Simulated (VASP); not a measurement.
# SiO2 in VASP: a series of runs

Runs on SiO2. Level: PBE. Tasks: single point, molecular dynamics.

Everything below comes from runs of VASP 6.6.1. Logs are shortened: lines on timing, memory, paths and dates and some standing lists are left out, and cuts for length are marked.

### 1 The cell of the first run

The cell holds a disordered packing, 21 atoms: a = 6.651 Å, b = 7.206 Å, c = 6.939 Å, α = 92.65°, β = 91.55°, γ = 95.07°.

### 2 Single point, PBE

INCAR reads:

```
SYSTEM = SiO2
PREC     = Accurate       ! precision mode
ENCUT    = 520            ! plane-wave cutoff, eV
EDIFF    = 1E-6           ! SCF threshold, eV
ISMEAR   = -1             ! smearing method
SIGMA    = 0.05           ! smearing width, eV
LREAL    = Auto         
LASPH    = .True.         ! aspherical terms in the spheres
NELM     = 120            ! most SCF steps
ALGO     = Normal         ! electronic algorithm
ISIF     = 2              ! what is computed and relaxed
LWAVE    = .False.        ! write WAVECAR
LCHARG   = .True.         ! write CHGCAR
GGA      = PE             ! functional
LELF     = .True.         ! ELF
LVHAR    = .True.       
NBANDS   = 72             ! bands
ISYM     = -1           
GGA_COMPAT= .False.
```

KPOINTS reads:

```
explicit points
1
Reciprocal
  0.25000000   0.25000000   0.25000000 1
```

POSCAR reads:

```
SiO2
1.0
    6.6428910000     -0.3072380000     -0.0953950000
   -0.3072380000      7.1979710000     -0.1658230000
   -0.0953950000     -0.1658230000      6.9363230000
Si O
7 14
Direct
    0.6467548177      0.3037937486      0.3075504365
    0.2946073485      0.4408137499      0.0253343344
    0.7924789474      0.7252417804      0.3870793354
    0.0843160536      0.1414098537      0.7063249990
    0.6519529022      0.0569814351      0.6642927210
    0.0623695130      0.1561338588      0.2505123139
    0.2879605466      0.8973807280      0.9368002846
    0.1226487169      0.9245292368      0.7707693667
    0.2416814152      0.3034873908      0.8198484108
    0.8761560810      0.7874728296      0.1904268323
    0.3258901353      0.6740274873     -0.0188606342
    0.2204550151      1.0169965191      0.1302128981
    0.5492503478      0.1797704893      0.4934731008
    0.8471608166      0.1889846996      0.7532332211
    0.1205235017      0.1459211756      0.4732213922
    0.5035705377      0.3782485146      0.1287266200
    0.1323939603      0.3680663655      0.1720181703
    0.7081282660      0.8556569733      0.5526867048
    0.8133616004      0.1649166667      0.2267706689
    0.5066898895     -0.0089921739      0.8428999879
    0.7413387002      0.5045099349      0.4182981900
```

Potentials or basis: VASP PAW PBE potentials, release 64 (Si, O).

The run is started by

```console
cat potpaw_PBE.64/Si/POTCAR potpaw_PBE.64/O/POTCAR > POTCAR
mpirun -np 1 vasp_std > vasp.out
```

OUTCAR:

```text
SYSTEM = SiO2
   PREC = Accurate
   ENCUT = 520
   EDIFF = 1E-6
   ISMEAR = -1
   LREAL = Auto
   LASPH = .True.
   NELM = 120
   ISIF = 2
   GGA = PE
   ISYM = -1

 ion  position               nearest neighbor table
   1  0.647  0.304  0.308-  19 1.65  21 1.67  16 1.68  13 1.71   6 3.08   5 3.12   3 3.12
   2  0.295  0.441  0.025-  17 1.58  16 1.65   9 1.71  11 1.72   6 2.98
   3  0.792  0.725  0.387-  10 1.56  18 1.60  21 1.62   1 3.12
   4  0.084  0.141  0.706-  15 1.64   9 1.65  14 1.68   8 1.68   7 2.84   5 2.89
   5  0.652  0.057  0.664-  14 1.63  20 1.65  13 1.68  18 1.69   4 2.89   1 3.12
   6  0.062  0.156  0.251-  15 1.59  19 1.67  17 1.68  12 1.72   2 2.98   1 3.08
   7  0.288  0.897  0.937-   8 1.60  12 1.66  11 1.69  20 1.71   4 2.84
   8  0.123  0.925  0.771-   7 1.60   4 1.68
   9  0.242  0.303  0.820-   4 1.65   2 1.71
  10  0.876  0.787  0.190-   3 1.56
  11  0.326  0.674  0.981-   7 1.69   2 1.72
  12  0.220  0.017  0.130-   7 1.66   6 1.72
  13  0.549  0.180  0.493-   5 1.68   1 1.71
  14  0.847  0.189  0.753-   5 1.63   4 1.68
  15  0.121  0.146  0.473-   6 1.59   4 1.64
  16  0.504  0.378  0.129-   2 1.65   1 1.68
  17  0.132  0.368  0.172-   2 1.58   6 1.68
  18  0.708  0.856  0.553-   3 1.60   5 1.69
  19  0.813  0.165  0.227-   1 1.65   6 1.67
  20  0.507  0.991  0.843-   5 1.65   7 1.71
  21  0.741  0.505  0.418-   3 1.62   1 1.67

IMPORTANT INFORMATION: All symmetrisations will be switched off!
NOSYMM: (Re-)initialisation of all symmetry stuff for point group C_1.

----------------------------------------------------------------------------------------

                                     Primitive cell

  volume of cell :     330.7500

  direct lattice vectors                    reciprocal lattice vectors
     6.642891000 -0.307238000 -0.095395000     0.150869108  0.006491068  0.002230076
    -0.307238000  7.197971000 -0.165823000     0.006491068  0.139283871  0.003419057
    -0.095395000 -0.165823000  6.936323000     0.002230076  0.003419057  0.144281011

  length of vectors
     6.650676374  7.206433166  6.938960602     0.151025147  0.139476953  0.144338745

  position of ions in fractional coordinates (direct lattice)
     0.646754818  0.303793749  0.307550437
     0.294607349  0.440813750  0.025334334
     0.792478947  0.725241780  0.387079335
     0.084316054  0.141409854  0.706324999
     0.651952902  0.056981435  0.664292721
     0.062369513  0.156133859  0.250512314
[... 13 lines left out ...]
     0.506689890  0.991007826  0.842899988
     0.741338700  0.504509935  0.418298190

  ion indices of the primitive-cell ions
   primitive index   ion index
                 1           1
                 2           2
                 3           3
                 4           4
                 5           5
                 6           6
[... 13 lines left out ...]
                20          20
                21          21

----------------------------------------------------------------------------------------

 KPOINTS: explicit points

Read explicit list of k-points.

 Found      1 k-points:

 Following reciprocal coordinates:
            Coordinates               Weight
  0.250000  0.250000  0.250000      1.000000
   k-points           NKPTS =      1   k-points in BZ     NKDIM =      1   number of bands    NBANDS=     72
   number of dos      NEDOS =    301   number of ions     NIONS =     21
   total plane-waves  NPLWV = 145800
   dimension x,y,z NGX =    50 NGY =   54 NGZ =   54
   dimension x,y,z NGXF=   100 NGYF=  108 NGZF=  108
   ions per type =               7  14
   NGX,Y,Z   is equivalent  to a cutoff of  12.50, 12.46, 12.94 a.u.
   NGXF,Y,Z  is equivalent  to a cutoff of  25.00, 24.91, 25.88 a.u.
 SYSTEM =  SiO2
   PREC   = accura    normal or accurate (medium, high low for compatibility)
   ISTART =      0    job   : 0-new  1-cont  2-samecut
   ICHARG =      2    charge: 1-file 2-atom 10-const
   ISPIN  =      1    spin polarized calculation?
   LNONCOLLINEAR =      F non collinear calculations
[... 13 lines left out ...]
   TEBEG  =    0.0;   TEEND  =   0.0 temperature during run
   PSTRESS=    0.0 pullay stress
   NELECT =     112.0000    total number of electrons
   NUPDOWN=      -1.0000    fix difference up-down
   EMIN   =  10.00;   EMAX   =-10.00  energy-range for DOS
   EFERMI =   0.00;   METHOD = LEGACY
   ISMEAR =    -1;   SIGMA  =   0.05  broadening in eV -4-tet -1-fermi 0-gaus
   EFERMI_NEDOS =   21; number of points for ismear=-14 and -15
   IALGO  =     38    algorithm
   IMIX   =      4    mixing-type and parameters
     AMIX     =   0.40;   BMIX     =  1.00
     AMIX_MAG =   1.60;   BMIX_MAG =  1.00
  volume/ion in A,a.u.               =      15.75       106.29
  Fermi-wavevector in a.u.,A,eV,Ry     =   1.141075  2.156319 17.715498  1.302052
  Thomas-Fermi vector in A             =   2.277776
   LORBIT       =      0    0 simple, 1 ext, 2 COOP (PROOUT), +10 PAW based schemes
   GGA     = PE    functional components
   LHFCALC =     F    Hartree Fock is set to
   AEXX    =    0.0000 exact exchange contribution
   IVDW    =     0    specifies the selected vdW correction
   LEPSILON=     F    determine dielectric tensor
   LRPA    =     F    only Hartree local field effects (RPA)
 non-spin polarized calculation
  energy-cutoff  :      520.00
  volume of cell :      330.75
 maximum number of plane-waves:      8893
 NGX is ok and might be reduce to    50
   NGX = 25   NGY = 27   NGZ = 25

 number of electron     112.0000003 magnetization

 Free energy of the ion-electron system (eV)
  ---------------------------------------------------
  ext. energy  EPLUGINS =         0.00000000
  ---------------------------------------------------
  free energy    TOTEN  =      -160.09860869 eV

  energy without entropy =     -160.09860869  energy(sigma->0) =     -160.09860869

 E-fermi :   1.5751     XC(G=0):  -8.0408

 val. band max:        0.2988056153   @ k =   0.2500   0.2500   0.2500
 cond. band min:       4.4269953063   @ k =   0.2500   0.2500   0.2500
 fundamental gap:      4.1281896910
 Fermi energy:         1.5751314504

 k-point     1 :       0.2500    0.2500    0.2500
  band No.  band energies     occupation
      1     -19.6307      2.00000
      2     -19.2808      2.00000
      3     -18.9975      2.00000
      4     -18.7814      2.00000
      5     -18.7251      2.00000
      6     -18.3376      2.00000
[... 60 lines left out ...]
     67       8.5782      0.00000
     68       8.7218      0.00000
 [bands above 68 left out]

------------------------ aborting loop because EDIFF is reached ----------------------------------------

  FORCE on cell =-STRESS in cart. coord.  units (eV):
  Direction    XX          YY          ZZ          XY          YZ          ZX
  --------------------------------------------------------------------------------------
  -------------------------------------------------------------------------------------
  Total       -3.5021323    -24.7039794    -11.8977538      3.9741721      1.8259757      2.7738060
  in kB      -16.9645876   -119.6679005    -57.6335981     19.2511834      8.8451612     13.4365210
  external PRESSURE =     -64.7553621 kB  Pullay stress =       0.0000000 kB

 VOLUME and BASIS-vectors are now :
 -----------------------------------------------------------------------------
  energy-cutoff  :      520.00
  volume of cell :      330.75
      direct lattice vectors                 reciprocal lattice vectors
     6.642891000 -0.307238000 -0.095395000     0.150869108  0.006491068  0.002230076
    -0.307238000  7.197971000 -0.165823000     0.006491068  0.139283871  0.003419057
    -0.095395000 -0.165823000  6.936323000     0.002230076  0.003419057  0.144281011

 POSITION                                       TOTAL-FORCE (eV/Angst)
 -----------------------------------------------------------------------------------
      4.17365      1.93699      2.02120        -0.318866     -0.135811      0.339951
      1.81919      3.07825      0.07453         1.429600      0.681647     -1.837300
      5.00460      4.91260      2.48905        -0.218436     -0.497960     -1.653931
      0.44928      0.87483      4.86781         0.115385      0.620795      0.071171
      4.24998      0.09969      4.53611        -1.675502     -0.375217     -0.363666
      0.34245      1.06314      1.70579         0.229927     -0.030908     -2.084864
[... 13 lines left out ...]
      2.98100      6.83780      5.63396        -0.464645     -0.150197     -0.093815
      4.72972      3.33432      2.74707         0.063627      0.044529      0.329514
 -----------------------------------------------------------------------------------
    total drift:                                0.002127     -0.001287     -0.008576

  FREE ENERGIE OF THE ION-ELECTRON SYSTEM (eV)
  ---------------------------------------------------
  free  energy   TOTEN  =      -160.0986086881 eV

  energy  without entropy=     -160.0986086881  energy(sigma->0) =     -160.09860869
```

Run time: 28 s. Hardware: 1 thread of Intel Xeon 6975P-C (Granite Rapids), shared host; peak memory 0.34 GiB.

Results:

| Property | Result |
| --- | --- |
| Free energy | -160.0986 eV |
| Pressure | -6.5 GPa |
| Largest force | 2.426 eV/Å |

Forces in eV/Å, atoms in the order of the input:
```
Si  -0.319 -0.136  0.340
Si   1.430  0.682 -1.837
Si  -0.218 -0.498 -1.654
Si   0.115  0.621  0.071
Si  -1.676 -0.375 -0.364
Si   0.230 -0.031 -2.085
Si   1.984 -0.831  1.094
O   -1.241  1.077 -1.337
O   -0.185  0.675  0.366
O    0.082  0.054  1.104
O   -0.744 -0.842  0.136
O   -0.639  0.517  0.345
O    0.375  0.304 -0.511
O    1.448 -0.883 -0.260
O   -0.068 -0.242  1.602
O    1.101 -0.557  0.772
O   -1.552 -0.305  1.404
O    0.064  0.515  0.673
O    0.217  0.363 -0.095
O   -0.465 -0.150 -0.094
O    0.064  0.045  0.330
```

Stress tensor (GPa, compression positive):
```
 -1.70   1.93   1.34
  1.93 -11.97   0.88
  1.34   0.88  -5.76
```

Levels at points of the mesh, in eV from the Fermi level:
```
           k point  band 53  band 54  band 55  band 56  band 57  band 58  band 59  band 60
(0.25, 0.25, 0.25)    -2.28    -2.14    -1.74    -1.28     2.85     3.79     4.61     5.04
```

Caveat: the atoms stand as in a frame of molecular dynamics.

### 3 Single point, PBE

INCAR reads:

```
SYSTEM = SiO2
  ALGO = Normal
  EDIFF = 1E-6
  ENCUT = 520
  GGA = PE
  GGA_COMPAT = .FALSE.
  ISIF = 2
  ISMEAR = -1
  ISYM = -1
  LASPH = .TRUE.
  LCHARG = .FALSE.
  LREAL = Auto
  LWAVE = .FALSE.
  NBANDS = 72
  NELM = 120
  PREC = Accurate
  SIGMA = 0.05
```

KPOINTS is that of step 2.

POSCAR reads:

```
SiO2
1.0
    6.6428910000     -0.3072380000     -0.0953950000
   -0.3072380000      7.1979710000     -0.1658230000
   -0.0953950000     -0.1658230000      6.9363230000
Si O
7 14
Direct
    0.6611928514      0.2932278902      0.2839068222
    0.3158664520      0.4424795476      0.0140980122
    0.7751577948      0.7137222155      0.3799586231
    0.0954039465      0.1409832793      0.6903254548
    0.6344120746      0.0485776017      0.6331188763
    0.0941410693      0.1667680352      0.2355509631
    0.3014057945      0.8910078241      0.9280085711
    0.1299796272      0.9308765324      0.7622501354
    0.2307441348      0.3204841912      0.8075812627
    0.9065491090      0.7855763041      0.2192465477
    0.3198025500      0.6707428810     -0.0245423748
    0.2402870554      1.0202384405      0.1319744168
    0.5578153684      0.1697792305      0.4589345246
    0.8532805336      0.1636576037      0.6908720790
    0.1425816464      0.1455699458      0.4625579606
    0.5327885425      0.3665294281      0.0976722642
    0.1628473811      0.3875486944      0.1803209443
    0.6608809916      0.8326626636      0.5335686304
    0.8442798200      0.1736051163      0.2014542568
    0.5134123680     -0.0135204895      0.8212317916
    0.7279433684      0.4986348846      0.4144333086
```

Potentials or basis: VASP PAW PBE potentials, release 64 (Si, O).

The run is started by

```console
cat potpaw_PBE.64/Si/POTCAR potpaw_PBE.64/O/POTCAR > POTCAR
mpirun -np 1 vasp_std > vasp.out
```

Wall time 26 s (1 thread of Intel Xeon 6975P-C (Granite Rapids), shared host); peak memory 0.34 GiB.

The run converged. Its results:

```
Free energy   : -160.2489 eV
Pressure      : -4.8 GPa
Largest force : 2.242 eV/Å
```

Forces on the atoms (eV/Å):
```
Si   0.757  0.959  0.661
Si   0.328 -0.194 -1.199
Si   0.043  0.041 -0.061
Si  -0.360  0.930 -0.587
Si   1.595 -1.311 -0.595
Si  -0.749  0.254  0.529
Si   0.130  1.052  0.564
O    0.143 -0.045  0.452
O    0.163 -0.158  0.624
O    0.584  0.516 -0.732
O    0.360 -0.092 -0.087
O    0.526 -0.719 -2.057
O   -0.735  0.461 -0.942
O   -0.265 -0.263  0.999
O    0.292  0.091  0.274
O   -0.328  0.115 -0.151
O   -0.466 -0.758  0.617
O   -0.187  0.947  0.583
O   -0.041  0.306  0.134
O   -1.482 -0.106  1.382
O   -0.308 -2.027 -0.409
```

Stress tensor (GPa, compression positive):
```
-1.37  1.46 -1.01
 1.46 -8.59 -0.58
-1.01 -0.58 -4.34
```

Levels at points of the mesh, in eV from the Fermi level:
```tsv
k point	band 54	band 55	band 56	band 57	band 58	band 59
(0.25, 0.25, 0.25)	-2.21	-1.83	-1.29	3.07	3.87	4.52
```

Caveat: the atoms stand as in a frame of molecular dynamics.

### 4 Single point, PBE

INCAR reads:

```
PREC = Accurate
ENCUT = 520
EDIFF = 1E-6
ISMEAR = -1
SIGMA = 0.05
LREAL = Auto
LASPH = True
NELM = 120
ALGO = Normal
ISIF = 2
LWAVE = False
LCHARG = True
GGA = PE
LELF = True
LVHAR = True
ISYM = -1
NBANDS = 72
GGA_COMPAT = False
```

KPOINTS is that of step 3.

POSCAR reads:

```
SiO2
1.0
    6.6428910000     -0.3072380000     -0.0953950000
   -0.3072380000      7.1979710000     -0.1658230000
   -0.0953950000     -0.1658230000      6.9363230000
Si O
7 14
Direct
    0.6522759524      0.2902889807      0.2702683330
    0.2980812248      0.4451003851      0.0145744856
    0.7828122915      0.7120768545      0.3561681166
    0.0833069066      0.1619666091      0.6890654964
    0.6396196336      0.0514112041      0.6229889633
    0.0754139317      0.1491135118      0.2364190021
    0.3048727879      0.9029794961      0.9181097980
    0.1091919200      0.9439594779      0.7718412992
    0.2218199611      0.3251410812      0.8083351056
    0.9223459969      0.8159069093      0.2139662942
    0.3176963326      0.6752004605     -0.0336928647
    0.2523459299      1.0212818449      0.1321339216
    0.5429896558      0.1756938472      0.4431602420
    0.8399925314      0.1841069221      0.7007933814
    0.1387093265      0.1557790322      0.4659436884
    0.5098958253      0.3682642738      0.0908811771
    0.1321871437      0.3725479208      0.1637602526
    0.6721070112      0.8374770716      0.5310533562
    0.8308187335      0.1611055395      0.1911792396
    0.5122829200      0.0030372143      0.8236432861
    0.7366121689      0.4917490232      0.3705997279
```

The run is started by

```console
cat potpaw_PBE.64/Si/POTCAR potpaw_PBE.64/O/POTCAR > POTCAR
mpirun -np 1 vasp_std > vasp.out
```

It took 25 s on 1 thread of Intel Xeon 6975P-C (Granite Rapids), shared host; peak memory 0.34 GiB.

The run converged. Its results:

```yaml
Free_energy: -159.9660 eV
Pressure: -6.8 GPa
Largest_force: 2.125 eV/Å
```

Forces in eV/Å, atoms in the order of the input:
```
Si  -0.256 -0.544 -1.414
Si  -0.055  0.343 -1.282
Si  -0.420  1.629  1.299
Si  -0.330 -1.579  0.697
Si  -0.638 -0.056 -0.180
Si   1.112  0.254 -0.895
Si  -1.550  0.149  1.378
O    1.000  0.790  0.010
O    0.411  0.676  0.154
O   -0.156 -0.391  0.338
O    0.111  0.009  0.009
O   -0.398 -0.028 -1.222
O    0.415 -0.962  1.243
O    0.063 -0.282  0.046
O   -0.315 -0.049 -0.835
O    0.954 -0.381  0.618
O   -0.070 -0.291  0.940
O    0.814 -0.869 -1.250
O   -0.933  0.384  0.378
O   -0.312 -0.168 -0.880
O    0.553  1.366  0.849
```

Stress tensor (GPa, compression positive):
```
 -2.34   3.55   0.25
  3.55 -11.87   1.75
  0.25   1.75  -6.28
```

Levels at points of the mesh, in eV from the Fermi level:
```tsv
k point	band 53	band 54	band 55	band 56	band 57	band 58	band 59	band 60
(0.25, 0.25, 0.25)	-1.75	-1.63	-1.58	-1.23	3.06	4.08	4.41	5.54
```

Caveat: the atoms stand as in a frame of molecular dynamics.

### 5 Molecular dynamics, PBE

INCAR reads:

```
SYSTEM = SiO2
PREC = Normal ; ENCUT = 440
EDIFF = 1E-5 ; ISMEAR = -1
SIGMA = 0.2482 ; LREAL = Auto
LASPH = .TRUE. ; NELM = 120
ALGO = Normal ; ISIF = 2
LWAVE = .FALSE. ; LCHARG = .FALSE.
GGA = PE ; ISYM = -1
IBRION = 0 ; NSW = 40
POTIM = 2.0 ; TEBEG = 2880.0
TEEND = 2880.0 ; NELMIN = 4
RANDOM_SEED = 5014 0 0 ; MDALGO = 3
LANGEVIN_GAMMA = 30 30 ; GGA_COMPAT = .FALSE.
MAXMIX = 40
```

KPOINTS is that of step 4.

POSCAR reads:

```
SiO2
1.0
    6.6428910000     -0.3072380000     -0.0953950000
   -0.3072380000      7.1979710000     -0.1658230000
   -0.0953950000     -0.1658230000      6.9363230000
Si O
7 14
Direct
    0.5400136334      0.1102493205      0.4186176118
    0.2640210910      0.2462687364      0.0237016401
    0.4899398154      0.5704980321      0.4424865237
    0.0807723501      0.9400995658      0.6991898973
    0.6294396493      0.8701433821      0.7567085149
    0.9868954061      0.9776979988      0.2447340764
    0.2443583839      0.6878094817      0.0145763778
    0.1480359589      0.7498876452      0.7724199590
    0.2157349728      0.1395218230      0.7999657924
    0.2927334164      0.5848541028      0.3214067413
    0.2532982423      0.4492487299      0.9562686656
    0.0725412284      0.7869587764      0.1335876560
    0.5696860533      0.0408374636      0.6658446865
    0.8560207884      0.9567454754      0.7510477494
    0.1039238988      0.9578265444      0.4739671200
    0.4706867104      0.1959380817      0.1504536168
    0.1034407384      0.1763027452      0.1560308642
    0.6154742692      0.7202552957      0.6026741862
    0.7712588258      0.0006726391      0.3891267355
    0.5177052070      0.7519440187      0.0272188739
    0.5556899436      0.3648055782      0.4470712659
```

The run is started by

```console
cat potpaw_PBE.64/Si/POTCAR potpaw_PBE.64/O/POTCAR > POTCAR
mpirun -np 1 vasp_std > vasp.out
```

It took 4.1 min on 1 thread of Intel Xeon 6975P-C (Granite Rapids), shared host; peak memory 0.25 GiB.

Caveat: the cutoff is under 1.25 times the usual one of these potentials, so pressure, stress and relaxed cells hold a basis-set (Pulay) error.

### 6 Overview

```csv
task,cell,cutoff (eV),smearing,pressure (GPa),largest force (eV/Å)
single point,"as given, atomic positions A",520,fermi-dirac 0.05 eV,-6.5,2.43
single point,"as given, atomic positions B",520,fermi-dirac 0.05 eV,-4.8,2.24
single point,"as given, atomic positions C",520,fermi-dirac 0.05 eV,-6.8,2.13
molecular dynamics,"as given, atomic positions D",440,fermi-dirac 0.2482 eV,-,-
```

Alike in all rows: level PBE; potentials or basis VASP PAW PBE potentials, release 64 (Si, O); no spin polarisation; k mesh 1 × 1 × 1, shifted.

Caveats: the atoms stand as in a frame of molecular dynamics (at least some runs); the cutoff is under 1.25 times the usual one of these potentials, so pressure, stress and relaxed cells hold a basis-set (Pulay) error (at least some runs).

Absolute energies hang on the potentials; compare differences alone.
